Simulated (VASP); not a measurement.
# Ba (Cmcm) in VASP: a series of runs, part 2 of 2

VASP 6.6.1. Earlier steps stand in the parts before.

## 3. Electric field gradients, PBE

The input, INCAR:

```
  ALGO = Normal
  EDIFF = 1E-8
  ENCUT = 520
  GGA = PE
  ISIF = 2
  ISMEAR = -1
  LASPH = T
  LCHARG = F
  LEFG = T
  LREAL = F
  LWAVE = F
  NBANDS = 17
  NELM = 60
  PREC = Accurate
  SIGMA = 0.03
```

The input, KPOINTS:

```
k-points
0
Gamma
  11 11 6
```

The input, POSCAR:

```
Ba
1.0
    2.2043193500     -3.9988569750      0.0000000000
    2.2043193500      3.9988569750      0.0000000000
    0.0000000000      0.0000000000      7.4305148100
Ba
2
Direct
    0.6495962400      0.3504037600      0.2500000000
    0.3504037600      0.6495962400      0.7500000000
```

Potentials or basis: VASP PAW PBE potentials, release 64 (Ba_sv).

Started as:

```
cat potpaw_PBE.64/Ba_sv/POTCAR > POTCAR
mpirun -np 1 vasp_std > vasp.out
```

OUTCAR:

```text
EDIFF = 1E-8
   ENCUT = 520
   GGA = PE
   ISIF = 2
   ISMEAR = -1
   LASPH = T
   LREAL = F
   NELM = 60
   PREC = Accurate

 ion  position               nearest neighbor table
   1  0.650  0.350  0.250-   2 4.42   2 4.42   2 4.61   2 4.61   2 4.61   2 4.61
   2  0.350  0.650  0.750-   1 4.42   1 4.42   1 4.61   1 4.61   1 4.61   1 4.61

  LATTYP: Found a base centered orthorhombic cell.
 ALAT       =     4.4086387000
 B/A-ratio  =     1.8141005635
 C/A-ratio  =     1.6854442642

  Lattice vectors:

 A1 = (   2.2043193500,  -3.9988569750,   0.0000000000)
 A2 = (   2.2043193500,   3.9988569750,   0.0000000000)
 A3 = (   0.0000000000,   0.0000000000,   7.4305148100)

Analysis of symmetry for initial positions (statically):
=====================================================================
 Subroutine PRICEL returns:
 Original cell was already a primitive cell.

 Routine SETGRP: Setting up the symmetry group for a
 base centered orthorhombic supercell.

 Subroutine GETGRP returns: Found  8 space group operations
 (whereof  4 operations were pure point group operations)
 out of a pool of  8 trial point group operations.

The static configuration has the point symmetry C_2h.
 The point group associated with its full space group is D_2h.

Analysis of symmetry for dynamics (positions and initial velocities):
=====================================================================
 Subroutine PRICEL returns:
 Original cell was already a primitive cell.

 Routine SETGRP: Setting up the symmetry group for a
 base centered orthorhombic supercell.

 Subroutine GETGRP returns: Found  8 space group operations
 (whereof  4 operations were pure point group operations)
 out of a pool of  8 trial point group operations.

The dynamic configuration has the point symmetry C_2h.
 The point group associated with its full space group is D_2h.

 Subroutine INISYM returns: Found  8 space group operations
 (whereof  4 operations are pure point group operations),
 and found     1 'primitive' translations

----------------------------------------------------------------------------------------

                                     Primitive cell

  volume of cell :     130.9964

  direct lattice vectors                    reciprocal lattice vectors
     2.204319350 -3.998856975  0.000000000     0.226827388 -0.125035730  0.000000000
     2.204319350  3.998856975  0.000000000     0.226827388  0.125035730  0.000000000
     0.000000000  0.000000000  7.430514810     0.000000000  0.000000000  0.134580177

  length of vectors
     4.566166982  4.566166982  7.430514810     0.259006945  0.259006945  0.134580177

  position of ions in fractional coordinates (direct lattice)
     0.649596240  0.350403760  0.250000000
     0.350403760  0.649596240  0.750000000

  ion indices of the primitive-cell ions
   primitive index   ion index
                 1           1
                 2           2

----------------------------------------------------------------------------------------

[... 77 lines left out ...]
   POTIM  = 0.5000    time-step for ionic-motion
   TEBEG  =    0.0;   TEEND  =   0.0 temperature during run
   PSTRESS=    0.0 pullay stress
   NELECT =      20.0000    total number of electrons
   NUPDOWN=      -1.0000    fix difference up-down
   EMIN   =  10.00;   EMAX   =-10.00  energy-range for DOS
   EFERMI =   0.00;   METHOD = LEGACY
   ISMEAR =    -1;   SIGMA  =   0.03  broadening in eV -4-tet -1-fermi 0-gaus
   EFERMI_NEDOS =   21; number of points for ismear=-14 and -15
   IALGO  =     38    algorithm
   IMIX   =      4    mixing-type and parameters
     AMIX     =   0.40;   BMIX     =  1.00
     AMIX_MAG =   1.60;   BMIX_MAG =  1.00
  volume/ion in A,a.u.               =      65.50       442.00
  Fermi-wavevector in a.u.,A,eV,Ry     =   0.874981  1.653473 10.416498  0.765591
  Thomas-Fermi vector in A             =   1.994588
   LORBIT       =      0    0 simple, 1 ext, 2 COOP (PROOUT), +10 PAW based schemes
   GGA     = PE    functional components
   LHFCALC =     F    Hartree Fock is set to
   AEXX    =    0.0000 exact exchange contribution
   IVDW    =     0    specifies the selected vdW correction
   LEPSILON=     F    determine dielectric tensor
   LRPA    =     F    only Hartree local field effects (RPA)
 non-spin polarized calculation
  energy-cutoff  :      520.00
  volume of cell :      131.00
 maximum number of plane-waves:      3548
 NGX is ok and might be reduce to    36
   NGX = 17   NGY = 17   NGZ = 27

 number of electron      19.9999999 magnetization

 Free energy of the ion-electron system (eV)
  ---------------------------------------------------
  ext. energy  EPLUGINS =         0.00000000
  ---------------------------------------------------
  free energy    TOTEN  =        -3.78780346 eV

  energy without entropy =       -3.77851127  energy(sigma->0) =       -3.78315737

 E-fermi :   1.5364     XC(G=0):  -7.2850

 val. band max:        1.5317087588   @ k =   0.3636   0.0909   0.1667
 cond. band min:       1.5412952527   @ k =   0.4545   0.2727   0.0000
 fundamental gap:      0.0095864939
 Fermi energy:         1.5363816943

 k-point     1 :       0.0000    0.0000    0.0000
  band No.  band energies     occupation
      1     -27.4184      2.00000
      2     -27.3856      2.00000
      3     -12.7916      2.00000
      4     -12.4674      2.00000
      5     -12.4151      2.00000
      6     -12.3969      2.00000
[... 457 lines left out ...]
      4     -12.5510      2.00000
      5     -12.4897      2.00000
      6     -12.4424      2.00000
[... 9 lines left out ...]
     16       4.0098      0.00000
     17       4.0174      0.00000

 [... further k-points ...]

------------------------ aborting loop because EDIFF is reached ----------------------------------------

  FORCE on cell =-STRESS in cart. coord.  units (eV):
  Direction    XX          YY          ZZ          XY          YZ          ZX
  --------------------------------------------------------------------------------------
  -------------------------------------------------------------------------------------
  Total       -0.0934120     -0.2185043     -0.1844249      0.0000000     -0.0000000      0.0000000
  in kB       -1.1424936     -2.6724599     -2.2556452      0.0000000     -0.0000000      0.0000000
  external PRESSURE =      -2.0235329 kB  Pullay stress =       0.0000000 kB

 VOLUME and BASIS-vectors are now :
 -----------------------------------------------------------------------------
  energy-cutoff  :      520.00
  volume of cell :      131.00
      direct lattice vectors                 reciprocal lattice vectors
     2.204319350 -3.998856975  0.000000000     0.226827388 -0.125035730  0.000000000
     2.204319350  3.998856975  0.000000000     0.226827388  0.125035730  0.000000000
     0.000000000  0.000000000  7.430514810     0.000000000  0.000000000  0.134580177

 POSITION                                       TOTAL-FORCE (eV/Angst)
 -----------------------------------------------------------------------------------
      2.20432     -1.19643      1.85763         0.000000     -0.026646      0.000000
      2.20432      1.19643      5.57289         0.000000      0.026646     -0.000000
 -----------------------------------------------------------------------------------
    total drift:                                0.000000     -0.000000      0.000000

  FREE ENERGIE OF THE ION-ELECTRON SYSTEM (eV)
  ---------------------------------------------------
  free  energy   TOTEN  =        -3.7878034600 eV

  energy  without entropy=       -3.7785112743  energy(sigma->0) =       -3.78315737

 Electric field gradients (V/A^2)
---------------------------------------------------------------------
 ion       V_xx      V_yy      V_zz      V_xy      V_xz      V_yz
---------------------------------------------------------------------
   1       7.080     4.456   -11.536     0.000     0.000    -0.000
   2       7.080     4.456   -11.536     0.000    -0.000    -0.000
---------------------------------------------------------------------

 Electric field gradients after diagonalization (V/A^2)
 (convention: |V_zz| > |V_xx| > |V_yy|)
----------------------------------------------------------------------
 ion       V_xx      V_yy      V_zz     asymmetry (V_yy - V_xx)/ V_zz
----------------------------------------------------------------------
   1       7.080     4.456   -11.536       0.227
   2       7.080     4.456   -11.536       0.227
----------------------------------------------------------------------

           NMR quadrupolar parameters

 Cq : quadrupolar parameter    Cq=e*Q*V_zz/h
 eta: asymmetry parameters     (V_yy - V_xx)/ V_zz
 Q  : nuclear electric quadrupole moment in mb (millibarn)
----------------------------------------------------------------------
 ion       Cq(MHz)       eta       Q (mb)
----------------------------------------------------------------------
   1      -0.028       0.227       1.000
   2      -0.028       0.227       1.000
----------------------------------------------------------------------
```

stdout:

```text
POSCAR found type information on POSCAR Ba
 POSCAR found :  1 types and       2 ions
 scaLAPACK will be used
 LDA part: xc-table for (Slater+PW92), standard interpolation
 POSCAR, INCAR and KPOINTS ok, starting setup
 FFT: planning ... GRIDC
 FFT: planning ... GRID_SOFT
 FFT: planning ... GRID
 WAVECAR not read
 entering main loop
ion   1

ion   2
```

Wall time 3.1 min (1 thread of Intel Xeon Platinum 8488C (Sapphire Rapids), shared host); peak memory 0.43 GiB.

What came out:

- Free energy: -3.7878 eV
- Pressure: -0.2 GPa
- Largest force: 0.027 eV/Å
- Band gap on the k mesh: zero (bands 10 and 11 overlap by 0.37 eV)
- Largest electric field gradient by atom: Ba -11.5 V/Å²

Forces on the atoms (eV/Å):
```
Ba   0.000 -0.027  0.000
Ba   0.000  0.027  0.000
```

Levels at points of the mesh, in eV from the Fermi level:
```csv
k point,band 7,band 8,band 9,band 10,band 11,band 12,band 13,band 14
"(0.00, 0.00, 0.00)",-13.93,-13.92,-2.75,-0.94,0.93,1.48,1.59,2.02
"(0.00, 0.00, 0.50)",-13.94,-13.94,-1.84,-1.84,0.98,0.98,1.59,1.59
```

Electric field gradients, principal values (V/Å²):
```tsv
atom	least	middle	greatest (by size)
1 Ba	4.456	7.080	-11.536
2 Ba	4.456	7.080	-11.536
```

Caveat: without QUAD_EFG the Cq values of the log hold for a quadrupole moment of 1 mb, not for the nuclei; spin-orbit coupling is left out, which moves the levels of the heavy elements.
